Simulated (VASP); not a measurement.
# HfSi3O8 (P3m1) in VASP: a series of runs, part 2 of 2

VASP 6.6.1.

**3. Relaxation of cell and atoms, PBE**

INCAR reads:

```
PREC = Accurate
ENCUT = 600
EDIFF = 1E-6
ISMEAR = 0
SIGMA = 0.02
LREAL = False
LASPH = True
NELM = 80
ALGO = Normal
ISIF = 3
LWAVE = False
LCHARG = False
GGA = PE
IBRION = 2
NSW = 100
EDIFFG = -0.01
```

KPOINTS reads:

```
regular mesh
0
Gamma
  6 6 4
```

POSCAR reads:

```
HfSi3O8
1.0
    5.4682793941      0.0000000000      0.0000000000
   -2.7341396970      4.7356688703      0.0000000000
    0.0000000000      0.0000000000      9.3110952828
Hf Si O
1 3 8
Direct
    0.6666666667      0.3333333333      0.9270463685
    0.3333333333      0.6666666667      0.4356131501
    0.3333333333      0.6666666667      0.0887078041
    0.6666666667      0.3333333333      0.5405634197
    0.0204365711      0.5102182856      0.0227625635
    0.4998437077      0.9996874154      0.4876687602
    0.4998437077      0.5001562923      0.4876687602
    0.4897817144      0.5102182856      0.0227625635
    0.6666666667      0.3333333333      0.7150000798
    0.3333333333      0.6666666667      0.2617752068
    0.0003125846      0.5001562923      0.4876687602
    0.4897817144      0.9795634289      0.0227625635
```

Potentials or basis: VASP PAW PBE potentials, release 64 (Hf_pv, Si, O).

Command:

```sh
cat potpaw_PBE.64/Hf_pv/POTCAR potpaw_PBE.64/Si/POTCAR potpaw_PBE.64/O/POTCAR > POTCAR
mpirun -np 1 vasp_std > vasp.out
```

OUTCAR:

```text
PREC = Accurate
   ENCUT = 600
   EDIFF = 1E-6
   ISMEAR = 0
   LREAL = False
   LASPH = True
   NELM = 80
   ISIF = 3
   GGA = PE
   IBRION = 2
   NSW = 100
   EDIFFG = -0.01

 ion  position               nearest neighbor table
   1  0.667  0.333  0.927-  12 1.90   5 1.90   8 1.90   9 1.97   3 3.50   3 3.50   3 3.50
   2  0.333  0.667  0.436-  10 1.62   6 1.65  11 1.65   7 1.65
   3  0.333  0.667  0.089-   8 1.60  12 1.60   5 1.60  10 1.61   1 3.50   1 3.50   1 3.50
   4  0.667  0.333  0.541-   9 1.62   6 1.66  11 1.66   7 1.66
   5  0.020  0.510  0.023-   3 1.60   1 1.90
   6  0.500  1.000  0.488-   2 1.65   4 1.66
   7  0.500  0.500  0.488-   2 1.65   4 1.66
   8  0.490  0.510  0.023-   3 1.60   1 1.90
   9  0.667  0.333  0.715-   4 1.62   1 1.97
  10  0.333  0.667  0.262-   3 1.61   2 1.62
  11  0.000  0.500  0.488-   2 1.65   4 1.66
  12  0.490  0.980  0.023-   3 1.60   1 1.90

  LATTYP: Found a hexagonal cell.
 ALAT       =     5.4682793941
 C/A-ratio  =     1.7027468079

  Lattice vectors:

 A1 = (   5.4682793941,   0.0000000000,   0.0000000000)
 A2 = (  -2.7341396970,   4.7356688703,   0.0000000000)
 A3 = (   0.0000000000,   0.0000000000,   9.3110952828)

Analysis of symmetry for initial positions (statically):
=====================================================================
 Subroutine PRICEL returns:
 Original cell was already a primitive cell.

 Routine SETGRP: Setting up the symmetry group for a
 hexagonal supercell.

 Subroutine GETGRP returns: Found  6 space group operations
 (whereof  6 operations were pure point group operations)
 out of a pool of 24 trial point group operations.

The static configuration has the point symmetry C_3v.

Analysis of symmetry for dynamics (positions and initial velocities):
=====================================================================
 Subroutine PRICEL returns:
 Original cell was already a primitive cell.

 Routine SETGRP: Setting up the symmetry group for a
 hexagonal supercell.

 Subroutine GETGRP returns: Found  6 space group operations
 (whereof  6 operations were pure point group operations)
[... 145 lines left out ...]
   LORBIT       =      0    0 simple, 1 ext, 2 COOP (PROOUT), +10 PAW based schemes
   GGA     = PE    functional components
   LHFCALC =     F    Hartree Fock is set to
   AEXX    =    0.0000 exact exchange contribution
   IVDW    =     0    specifies the selected vdW correction
   LEPSILON=     F    determine dielectric tensor
   LRPA    =     F    only Hartree local field effects (RPA)
 conjugate gradient relaxation of ions
 non-spin polarized calculation
 Gauss-broadening in eV      SIGMA  =   0.02
  energy-cutoff  :      600.00
  volume of cell :      241.12
 maximum number of plane-waves:      8076
 NGX is ok and might be reduce to    48
   NGX = 21   NGY = 21   NGZ = 37

--------------------------------------- Ionic step        1  -------------------------------------------

 number of electron      69.9999989 magnetization

 Free energy of the ion-electron system (eV)
  ---------------------------------------------------
  ext. energy  EPLUGINS =         0.00000000
  ---------------------------------------------------
  free energy    TOTEN  =      -100.47253074 eV

  energy without entropy =     -100.47253074  energy(sigma->0) =     -100.47253074

------------------------ aborting loop because EDIFF is reached ----------------------------------------

  FORCE on cell =-STRESS in cart. coord.  units (eV):
  Direction    XX          YY          ZZ          XY          YZ          ZX
  --------------------------------------------------------------------------------------
  -------------------------------------------------------------------------------------
  Total       -0.5278738     -0.5278738     -0.5489483     -0.0000000      0.0000000     -0.0000000
  in kB       -3.5075826     -3.5075826     -3.6476170     -0.0000000      0.0000000     -0.0000000
  external PRESSURE =      -3.5542607 kB  Pullay stress =       0.0000000 kB
[... 119 lines left out ...]
  FREE ENERGIE OF THE ION-ELECTRON SYSTEM (eV)
  ---------------------------------------------------
  free  energy   TOTEN  =      -100.4745058042 eV

  energy  without entropy=     -100.4745058042  energy(sigma->0) =     -100.47450580

[... ionic steps 4 to 11 ...]

--------------------------------------- Ionic step       12  -------------------------------------------

 number of electron      69.9999985 magnetization

------------------------ aborting loop because EDIFF is reached ----------------------------------------
[... 87 lines left out ...]
--------------------------------------- Ionic step       14  -------------------------------------------

 number of electron      69.9999985 magnetization

 Free energy of the ion-electron system (eV)
  ---------------------------------------------------
  ext. energy  EPLUGINS =         0.00000000
  ---------------------------------------------------
  free energy    TOTEN  =      -100.47501215 eV

  energy without entropy =     -100.47501215  energy(sigma->0) =     -100.47501215

 E-fermi :  -1.2896     XC(G=0):  -7.0734

 val. band max:       -1.4713785726   @ k =   0.0000   0.0000   0.5000
 cond. band min:       3.0319608154   @ k =   0.0000   0.0000   0.0000
 fundamental gap:      4.5033393880
 Fermi energy:        -1.2896152330

 k-point     1 :       0.0000    0.0000    0.0000
  band No.  band energies     occupation
      1     -30.3259      2.00000
      2     -30.3259      2.00000
      3     -30.2227      2.00000
      4     -20.5883      2.00000
      5     -19.7467      2.00000
      6     -18.9900      2.00000
[... 1108 lines left out ...]
  FREE ENERGIE OF THE ION-ELECTRON SYSTEM (eV)
  ---------------------------------------------------
  free  energy   TOTEN  =      -100.4750121494 eV

  energy  without entropy=     -100.4750121494  energy(sigma->0) =     -100.47501215

 reached required accuracy - stopping structural energy minimisation
```

CONTCAR:

```text
HfSi3O8
   1.00000000000000
     5.4631553132254860   -0.0000000000000541    0.0000000000000000
    -2.7315776565628380    4.7312312860916013   -0.0000000000000000
     0.0000000000000000   -0.0000000000000000    9.3031282931303547
  Hf              Si              O
     1     3     8
Direct
     0.6666666667000030    0.3333333332999970    0.9271661681746896
     0.3333333332999970    0.6666666667000030    0.4356141205550128
     0.3333333332999970    0.6666666667000030    0.0884668158952993
     0.6666666667000030    0.3333333332999970    0.5409429754096783
     0.0200637510650661    0.5100318755825305    0.0223557309455884
     0.4998528235738980    0.9997056471477889    0.4878217262702232
     0.4998528235738980    0.5001471764261023    0.4878217262702232
     0.4899681244174697    0.5100318755825304    0.0223557309455884
     0.6666666667000030    0.3333333332999970    0.7156570550890006
     0.3333333332999970    0.6666666667000030    0.2616204933288933
     0.0002943528522114    0.5001471764261023    0.4878217262702232
     0.4899681244174697    0.9799362489349340    0.0223557309455884

  0.00000000E+00  0.00000000E+00  0.00000000E+00
  0.00000000E+00  0.00000000E+00  0.00000000E+00
  0.00000000E+00  0.00000000E+00  0.00000000E+00
  0.00000000E+00  0.00000000E+00  0.00000000E+00
  0.00000000E+00  0.00000000E+00  0.00000000E+00
  0.00000000E+00  0.00000000E+00  0.00000000E+00
  0.00000000E+00  0.00000000E+00  0.00000000E+00
  0.00000000E+00  0.00000000E+00  0.00000000E+00
  0.00000000E+00  0.00000000E+00  0.00000000E+00
  0.00000000E+00  0.00000000E+00  0.00000000E+00
  0.00000000E+00  0.00000000E+00  0.00000000E+00
  0.00000000E+00  0.00000000E+00  0.00000000E+00
```

Run time: 54 min. Hardware: 1 thread of Oxide Virtual Turin-like, shared host; peak memory 0.6 GiB.

What came out:

* Free energy: -100.4750 eV
* Relaxed volume: 20.04 Å³/atom
* Relaxed cell: a = 5.463 Å, b = 5.463 Å, c = 9.303 Å, α = 90.00°, β = 90.00°, γ = 120.00°
* Space group after relaxing (to 0.1 Å): P3m1 (No. 156)
* Energy gained by relaxing: 0.2 meV/atom
* Ionic steps: 14
* Pressure after relaxing: 0.0 GPa
* Largest force after relaxing: 0.004 eV/Å
* Band gap on the k mesh: 4.50 eV

Forces in eV/Å, atoms in the order of the input:
```
Hf   0.000  0.000 -0.003
Si   0.000  0.000  0.004
Si   0.000  0.000  0.000
Si   0.000  0.000  0.000
O   -0.002 -0.001 -0.002
O    0.000  0.000  0.001
O    0.000  0.000  0.001
O    0.002 -0.001 -0.002
O    0.000  0.000 -0.003
O    0.000  0.000  0.002
O    0.000  0.000  0.001
O    0.000  0.002 -0.002
```

The path:
| step | energy change (eV) | largest force (eV/Å) | pressure (GPa) | volume (Å³) |
| --- | --- | --- | --- | --- |
| 1 | 0.0000 | 0.2251 | -0.36 | 241.12 |
| 2 | 0.0102 | 0.6934 | 0.47 | 239.57 |
| 3 | -0.0020 | 0.1022 | -0.13 | 240.67 |
| 4 | -0.0019 | 0.1253 | 0.21 | 240.03 |
| 5 | -0.0023 | 0.0344 | 0.03 | 240.37 |
| 6 | -0.0024 | 0.0365 | 0.03 | 240.37 |
| 7 | -0.0024 | 0.0184 | 0.03 | 240.37 |
| 8 | -0.0024 | 0.0206 | -0.01 | 240.47 |
| 9 | -0.0024 | 0.0180 | -0.01 | 240.46 |
| 10 | -0.0025 | 0.0214 | -0.01 | 240.49 |
| 11 | -0.0025 | 0.0115 | -0.01 | 240.48 |
| 12 | -0.0025 | 0.0135 | 0.01 | 240.45 |
| 13 | -0.0025 | 0.0131 | 0.01 | 240.45 |
| 14 | -0.0025 | 0.0042 | 0.00 | 240.46 |

Final structure:
```xyz
12
Lattice="5.4632 0.0000 0.0000 -2.7316 4.7312 0.0000 0.0000 0.0000 9.3031" Properties=species:S:1:pos:R:3 pbc="T T T"
Hf    2.7316    1.5771    8.6255
Si    0.0000    3.1542    4.0526
Si    0.0000    3.1542    0.8230
Si    2.7316    1.5771    5.0325
O    -1.2836    2.4131    0.2080
O     0.0000    4.7298    4.5383
O     1.3646    2.3663    4.5383
O     1.2836    2.4131    0.2080
O     2.7316    1.5771    6.6578
O     0.0000    3.1542    2.4339
O    -1.3646    2.3663    4.5383
O     0.0000    4.6363    0.2080
```

Levels at points of the mesh, in eV from the valence-band top:
```
           k point  band 31  band 32  band 33  band 34  band 35  band 36  band 37  band 38  band 39  band 40
(0.00, 0.00, 0.00)    -0.93    -0.35    -0.20    -0.20     0.00     4.50     5.88     6.36     6.36     7.20
(0.50, 0.00, 0.00)    -1.15    -1.14    -0.79    -0.64    -0.18     6.00     6.19     6.59     6.81     7.07
(0.00, 0.00, 0.50)    -0.57    -0.41    -0.41    -0.35     0.00     4.89     5.26     6.36     6.36     7.14
(0.50, 0.00, 0.50)    -1.14    -1.05    -0.95    -0.51    -0.30     6.04     6.15     6.66     6.84     7.13
```

Caveat: spin-orbit coupling is left out, which moves the levels of the heavy elements.
